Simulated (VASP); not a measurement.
# NaF (Fm-3m) in VASP: settings compared

Aim: see how the results for NaF move with the level of theory and the settings. Levels: LDA, PBE. Tasks: single point.

Everything below comes from runs of VASP 6.6.1. Logs are shortened: lines on timing, memory, paths and dates and some standing lists are left out, and cuts for length are marked.

## (1) The cell of the first run

Symmetry: Fm-3m, No. 225, cubic system. Conventional cell: a = 4.594 Å, b = 4.594 Å, c = 4.594 Å, α = 90.00°, β = 90.00°, γ = 90.00°. Within 3.0 Å of Na (site symmetry m-3m) lie 6 F at 2.30 Å. Within 3.0 Å of F (site symmetry m-3m) lie 6 Na at 2.30 Å.

## (2) Single point, LDA

File INCAR:

```
SYSTEM = NaF
PREC = Accurate
ENCUT = 520
EDIFF = 1E-6
ISMEAR = 0
SIGMA = 0.01
LREAL = .FALSE.
LASPH = .TRUE.
NELM = 80
ALGO = Normal
ISIF = 2
LWAVE = .FALSE.
LCHARG = .FALSE.
NBANDS = 14
```

File KPOINTS:

```
regular mesh
0
G
  4 4 4
  0 0 0
```

File POSCAR:

```
NaF
1.0
    0.0000000000      2.2971680881      2.2971680881
    2.2971680881      0.0000000000      2.2971680881
    2.2971680881      2.2971680881      0.0000000000
Na F
1 1
Direct
    0.0000000000      0.0000000000      0.0000000000
    0.5000000000      0.5000000000      0.5000000000
```

Potentials or basis: VASP PAW LDA potentials, release 64 (Na_pv, F).

Launch:

```console
cat potpaw_LDA.64/Na_pv/POTCAR potpaw_LDA.64/F/POTCAR > POTCAR
mpirun -np 1 vasp_std > vasp.out
```

OUTCAR:

```text
SYSTEM = NaF
   PREC = Accurate
   ENCUT = 520
   EDIFF = 1E-6
   ISMEAR = 0
   LREAL = .FALSE.
   LASPH = .TRUE.
   NELM = 80
   ISIF = 2

 ion  position               nearest neighbor table
   1  0.000  0.000  0.000-   2 2.30   2 2.30   2 2.30   2 2.30   2 2.30   2 2.30
   2  0.500  0.500  0.500-   1 2.30   1 2.30   1 2.30   1 2.30   1 2.30   1 2.30

  LATTYP: Found a face centered cubic cell.
 ALAT       =     4.5943361762

  Lattice vectors:

 A1 = (   0.0000000000,   2.2971680881,   2.2971680881)
 A2 = (   2.2971680881,   0.0000000000,   2.2971680881)
 A3 = (   2.2971680881,   2.2971680881,   0.0000000000)

Analysis of symmetry for initial positions (statically):
=====================================================================
 Subroutine PRICEL returns:
 Original cell was already a primitive cell.

 Routine SETGRP: Setting up the symmetry group for a
 face centered cubic supercell.

 Subroutine GETGRP returns: Found 48 space group operations
 (whereof 48 operations were pure point group operations)
 out of a pool of 48 trial point group operations.

The static configuration has the point symmetry O_h .

Analysis of symmetry for dynamics (positions and initial velocities):
=====================================================================
 Subroutine PRICEL returns:
 Original cell was already a primitive cell.

 Routine SETGRP: Setting up the symmetry group for a
 face centered cubic supercell.

 Subroutine GETGRP returns: Found 48 space group operations
 (whereof 48 operations were pure point group operations)
 out of a pool of 48 trial point group operations.

The dynamic configuration has the point symmetry O_h .

 Subroutine INISYM returns: Found 48 space group operations
 (whereof 48 operations are pure point group operations),
 and found     1 'primitive' translations

----------------------------------------------------------------------------------------

                                     Primitive cell

  volume of cell :      24.2442

  direct lattice vectors                    reciprocal lattice vectors
     0.000000000  2.297168088  2.297168088    -0.217659301  0.217659301  0.217659301
     2.297168088  0.000000000  2.297168088     0.217659301 -0.217659301  0.217659301
     2.297168088  2.297168088  0.000000000     0.217659301  0.217659301 -0.217659301

  length of vectors
     3.248686265  3.248686265  3.248686265     0.376996968  0.376996968  0.376996968

  position of ions in fractional coordinates (direct lattice)
     0.000000000  0.000000000  0.000000000
     0.500000000  0.500000000  0.500000000

  ion indices of the primitive-cell ions
   primitive index   ion index
                 1           1
                 2           2

[... 70 lines left out ...]
   EFERMI_NEDOS =   21; number of points for ismear=-14 and -15
   IALGO  =     38    algorithm
   IMIX   =      4    mixing-type and parameters
     AMIX     =   0.40;   BMIX     =  1.00
     AMIX_MAG =   1.60;   BMIX_MAG =  1.00
  volume/ion in A,a.u.               =      12.12        81.80
  Fermi-wavevector in a.u.,A,eV,Ry     =   1.363269  2.576204 25.286442  1.858501
  Thomas-Fermi vector in A             =   2.489686
   LORBIT       =      0    0 simple, 1 ext, 2 COOP (PROOUT), +10 PAW based schemes
   GGA     = CA    functional components
   LHFCALC =     F    Hartree Fock is set to
   AEXX    =    0.0000 exact exchange contribution
   IVDW    =     0    specifies the selected vdW correction
   LEPSILON=     F    determine dielectric tensor
   LRPA    =     F    only Hartree local field effects (RPA)
 non-spin polarized calculation
 Gauss-broadening in eV      SIGMA  =   0.01
  energy-cutoff  :      520.00
  volume of cell :       24.24
 maximum number of plane-waves:       656
   NGX = 13   NGY = 13   NGZ = 13

 number of electron      13.9999990 magnetization

 Free energy of the ion-electron system (eV)
  ---------------------------------------------------
  ext. energy  EPLUGINS =         0.00000000
  ---------------------------------------------------
  free energy    TOTEN  =        -9.31883401 eV

  energy without entropy =       -9.31883401  energy(sigma->0) =       -9.31883401

 E-fermi :  -2.2423     XC(G=0): -10.0739

 val. band max:       -2.3966311359   @ k =   0.0000   0.0000   0.0000
 cond. band min:       3.6954538320   @ k =   0.0000   0.0000   0.0000
 fundamental gap:      6.0920849679
 Fermi energy:        -2.2422881350

 k-point     1 :       0.0000    0.0000    0.0000
  band No.  band energies     occupation
      1     -21.2031      2.00000
      2     -21.0850      2.00000
      3     -21.0850      2.00000
      4     -21.0850      2.00000
      5      -2.3966      2.00000
      6      -2.3966      2.00000
      7      -2.3966      2.00000
      8       3.6955      0.00000
      9      16.3143      0.00000
     10      16.3143      0.00000
     11      16.3143      0.00000
     12      19.1796      0.00000
     13      21.4375      0.00000
     14      21.4375      0.00000
[... 105 lines left out ...]
      1     -21.5288      2.00000
      2     -21.1979      2.00000
      3     -21.1979      2.00000
      4     -20.4856      2.00000
      5      -3.3368      2.00000
      6      -3.3368      2.00000
      7      -3.0172      2.00000
      8      10.5639      0.00000
      9      10.5639      0.00000
     10      12.7053      0.00000
     11      14.4027      0.00000
     12      20.9413      0.00000
     13      20.9413      0.00000
     14      24.4228      0.00000

------------------------ aborting loop because EDIFF is reached ----------------------------------------

  FORCE on cell =-STRESS in cart. coord.  units (eV):
  Direction    XX          YY          ZZ          XY          YZ          ZX
  --------------------------------------------------------------------------------------
  -------------------------------------------------------------------------------------
  Total       -0.4987521     -0.4987521     -0.4987521     -0.0000000     -0.0000000      0.0000000
  in kB      -32.9599840    -32.9599840    -32.9599840     -0.0000000     -0.0000000      0.0000000
  external PRESSURE =     -32.9599840 kB  Pullay stress =       0.0000000 kB

 VOLUME and BASIS-vectors are now :
 -----------------------------------------------------------------------------
  energy-cutoff  :      520.00
  volume of cell :       24.24
      direct lattice vectors                 reciprocal lattice vectors
     0.000000000  2.297168088  2.297168088    -0.217659301  0.217659301  0.217659301
     2.297168088  0.000000000  2.297168088     0.217659301 -0.217659301  0.217659301
     2.297168088  2.297168088  0.000000000     0.217659301  0.217659301 -0.217659301

 POSITION                                       TOTAL-FORCE (eV/Angst)
 -----------------------------------------------------------------------------------
      0.00000      0.00000      0.00000        -0.000000     -0.000000     -0.000000
      2.29717      2.29717      2.29717         0.000000      0.000000      0.000000
 -----------------------------------------------------------------------------------
    total drift:                                0.000000     -0.000000      0.000000

  FREE ENERGIE OF THE ION-ELECTRON SYSTEM (eV)
  ---------------------------------------------------
  free  energy   TOTEN  =        -9.3188340148 eV

  energy  without entropy=       -9.3188340148  energy(sigma->0) =       -9.31883401
```

Run time: 1.2 s. Hardware: 1 thread of Intel Xeon 6975P-C (Granite Rapids), shared host; peak memory 0.12 GiB.

Results:

```
Free energy            : -9.3188 eV
Pressure               : -3.3 GPa
Band gap on the k mesh : 6.09 eV
```

Levels at points of the mesh, in eV from the valence-band top:
```
           k point  band 3  band 4  band 5  band 6  band 7  band 8  band 9  band 10  band 11  band 12
(0.00, 0.00, 0.00)  -18.69  -18.69    0.00    0.00    0.00    6.09   18.71    18.71    18.71    21.58
(0.50, 0.00, 0.00)  -18.70  -17.76   -1.72   -0.28   -0.28   10.54   12.31    19.94    19.94    22.76
(0.50, 0.50, 0.00)  -18.75  -18.51   -1.37   -0.43   -0.43   12.92   12.96    13.49    19.65    19.65
```

Caveat: the k points lie up to 0.59 Å⁻¹ apart.

## (3) Single point, PBE

File INCAR:

```
SYSTEM = NaF
  ALGO = Normal
  EDIFF = 1E-6
  ENCUT = 520
  GGA = PE
  ISIF = 2
  ISMEAR = 0
  LASPH = .True.
  LCHARG = .False.
  LREAL = .False.
  LWAVE = .False.
  NBANDS = 14
  NELM = 100
  PREC = Accurate
  SIGMA = 0.01
```

File KPOINTS:

```
k-points
0
Gamma
  4 4 4
  0 0 0
```

POSCAR is that of step 2.

Potentials or basis: VASP PAW PBE potentials, release 64 (Na_pv, F).

Launch:

```console
cat potpaw_PBE.64/Na_pv/POTCAR potpaw_PBE.64/F/POTCAR > POTCAR
mpirun -np 1 vasp_std > vasp.out
```

Wall time 1.6 s (1 thread of Intel Xeon 6975P-C (Granite Rapids), shared host); peak memory 0.13 GiB.

It converged, with:

* Free energy: -8.5490 eV
* Pressure: 3.5 GPa
* Band gap on the k mesh: 6.44 eV

Levels at points of the mesh, in eV from the valence-band top:
```
           k point  band 5  band 6  band 7  band 8  band 9  band 10
(0.00, 0.00, 0.00)    0.00    0.00    0.00    6.44   19.16    19.16
(0.50, 0.00, 0.00)   -1.64   -0.27   -0.27   10.94   12.69    20.39
(0.50, 0.50, 0.00)   -1.31   -0.42   -0.42   13.37   13.39    13.86
```

Caveat: the k points lie up to 0.59 Å⁻¹ apart.

## (4) Single point, PBE

File INCAR:

```
PREC = Accurate
ENCUT = 520
EDIFF = 1E-6
ISMEAR = 0
SIGMA = 0.01
LREAL = False
LASPH = True
NELM = 60
ALGO = Normal
ISIF = 2
LWAVE = False
LCHARG = True
GGA = PE
LELF = True
LVHAR = True
NBANDS = 14
```

File KPOINTS:

```
Automatic mesh
0
Gamma
  6 6 6
```

POSCAR is that of step 3.

Launch:

```console
cat potpaw_PBE.64/Na_pv/POTCAR potpaw_PBE.64/F/POTCAR > POTCAR
mpirun -np 1 vasp_std > vasp.out
```

It took 2.3 s on 1 thread of Intel Xeon 6975P-C (Granite Rapids), shared host; peak memory 0.13 GiB.

Results (log left out):

| Quantity | Value |
| --- | --- |
| Free energy | -8.5496 eV |
| Pressure | 3.5 GPa |
| Band gap on the k mesh | 6.44 eV |

Levels at points of the mesh, in eV from the valence-band top:
```
           k point  band 5  band 6  band 7  band 8  band 9  band 10
(0.00, 0.00, 0.00)    0.00    0.00    0.00    6.44   19.16    19.16
(0.50, 0.00, 0.00)   -1.64   -0.27   -0.27   10.94   12.69    20.39
(0.50, 0.50, 0.00)   -1.31   -0.42   -0.42   13.37   13.39    13.86
```

Caveat: the cell stands under pressure.

## (5) The runs side by side

| level | potentials or basis | k mesh | gap on the mesh (eV) | pressure (GPa) |
| --- | --- | --- | --- | --- |
| LDA | VASP PAW LDA potentials, release 64 (Na_pv, F) | 4 × 4 × 4 | 6.09 | -3.3 |
| PBE | VASP PAW PBE potentials, release 64 (Na_pv, F) | 4 × 4 × 4 | 6.44 | 3.5 |
| PBE | VASP PAW PBE potentials, release 64 (Na_pv, F) | 6 × 6 × 6 | 6.44 | 3.5 |

Alike in all rows: task single point; no spin polarisation; cell as given; cutoff (eV) 520; smearing gaussian 0.01 eV.

Caveats: some runs use coarse meshes; the cell stands under pressure (at least some runs).

Absolute energies hang on the potentials; compare differences alone.
